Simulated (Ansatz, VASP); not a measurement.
AlCu3 in VASP and in Ansatz

The input INCAR:

```
  PREC = Accurate
  ENCUT = 520
  EDIFF = 1E-7
  ISMEAR = 0
  SIGMA = 0.1
  LREAL = F
  LASPH = T
  NELM = 60
  ALGO = Fast
  ISIF = 2
  LWAVE = F
  LCHARG = F
  GGA = PS
  NBANDS = 26
```

File KPOINTS:

```
regular mesh
0
Gamma
  10 10 10
```

File POSCAR:

```
AlCu3
1.0
    3.6373766700      0.0000000000      0.0000000000
    0.0000000000      3.6373766700      0.0000000000
    0.0000000000      0.0000000000      3.6373766700
Al Cu
1 3
Direct
    0.0000000000      0.0618577674      0.0000000000
    0.5000000000      0.5000000000      0.0000000000
    0.5000000000      0.0000000000      0.5000000000
    0.0000000000      0.5000000000      0.5000000000
```

Input for Ansatz:

```yaml
crystal:
  lattice:
    - [3.63737667, 0.0, 0.0]
    - [0.0, 3.63737667, 0.0]
    - [0.0, 0.0, 3.63737667]
  atoms:
    - { symbol: Al, position: [0.0, 0.0618577674, 0.0] }
    - { symbol: Cu, position: [0.5, 0.5, 0.0] }
    - { symbol: Cu, position: [0.5, 0.0, 0.5] }
    - { symbol: Cu, position: [0.0, 0.5, 0.5] }
basis:
  ecutwfc: 420
kpoints:
  mp_grid: { grid: [10, 10, 10] }
hamiltonian:
  xc: pbesol
scf:
  occupations: { method: gaussian, width: 0.1 }
output:
  forces: true
  stress: true
  eigenvalues: true
  write_density: true
  write_potential: true
  elf: true
  volumetric_format: npy
```

Change from the starting cell: one atom moved.

Alike in both runs: task single point; functional PBEsol; k mesh 10 × 10 × 10; occupations gaussian, width 0.1 eV; no spin polarisation.

|  | VASP | Ansatz |
| --- | --- | --- |
| version | VASP 6.6.1 | Ansatz 0.2.0 |
| potentials or method | VASP PAW PBE potentials, release 64 (Al, Cu), cutoff 520 eV | scalar-relativistic, plane waves, PAW |
| valence electrons in the cell | 36 | 60 |

```tsv
	VASP	Ansatz	Ansatz less VASP
gap on the k mesh at the Fermi level (eV)	none	none	-
pressure (GPa)	1.8	1.3	-0.52
traceless stress, the component that is largest in VASP (GPa)	-0.33	-0.34	-0.010
rms of the force components (eV/Å)	0.580	0.576	-0.0040
```

VASP's potentials were made for PBE, not for PBEsol. Atom by atom the forces differ by 0.004 eV/Å (rms over components). A gap of «none» marks a metal or a gap that the smearing closes. With one functional, cell and mesh, what is left measures potentials, basis and numerics. VASP's potentials hold 36 valence electrons a cell and Ansatz's 60, so a difference there can come from the potentials and not from the codes.
